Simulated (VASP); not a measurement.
**NiO: single point with PBE+U**

NiO:

```
Ni O
1.0
     0.00000    2.09131    2.09131
     2.09131    0.00000    2.09131
     2.09131    2.09131    0.00000
Ni O
1 1
Direct
  0.00000 0.00000 0.00000
  0.50000 0.50000 0.50000
```

| Quantity | Value |
| --- | --- |
| Program | VASP 6.6.1 |
| Task | single point |
| Functional | PBE |
| Potentials or basis | VASP PAW PBE potentials, release 64 (Ni, O) |
| Cutoff | 520 eV |
| k mesh | 11 × 11 × 11 |
| Occupations | fermi-dirac, width 0.05 eV |
| Spin | collinear spin, ferromagnetic start |
| Starting moments | [1.0, 0.0] μB |
| Hubbard terms | Ni d U = 6.0 eV |
| Dipole correction | no |
| Further INCAR settings | ALGO = Normal; EDIFF = 1e-07; NBANDS = 19 |

| Quantity | Value |
| --- | --- |
| Pressure | 2.2 GPa |
| Band gap on the k mesh | 2.45 eV, indirect (least direct gap 3.07 eV) |
| Net moment | 2.00 μB per cell |
| Site moments | Ni +1.82; O +0.18 μB |
| Valence electrons inside the program's atomic spheres | Ni 8.98; O 5.03 |

Levels at points of the mesh, in eV from the valence-band top:
Spin up:
```tsv
k point	band 6	band 7	band 8	band 9	band 10	band 11	band 12	band 13
(0.00, 0.00, 0.00)	-4.90	-1.42	-1.42	-1.42	2.71	17.96	17.96	17.96
```
Spin down:
| k point | band 3 | band 4 | band 5 | band 6 | band 7 | band 8 | band 9 | band 10 | band 11 | band 12 |
| --- | --- | --- | --- | --- | --- | --- | --- | --- | --- | --- |
| (0.00, 0.00, 0.00) | -3.91 | -3.91 | -1.07 | -1.07 | -1.07 | 2.45 | 2.45 | 3.06 | 18.22 | 18.22 |

Eigenvalues of the final occupation matrices:
```csv
site,spin,trace,eigenvalues
site 1 d,1,5.02,0.98 0.98 0.98 1.04 1.04
site 1 d,2,3.23,0.14 0.14 0.98 0.98 0.98
```

Run time: 15 s on 1 thread of Intel(R) Xeon(R) 6975P-C (Granite Rapids), on a shared host, peak memory 0.17 GiB.

Caveat: a cell with one magnetic atom can't hold antiferromagnetic order, which such compounds often take. The state reached can hang on the start; a lower one may exist.
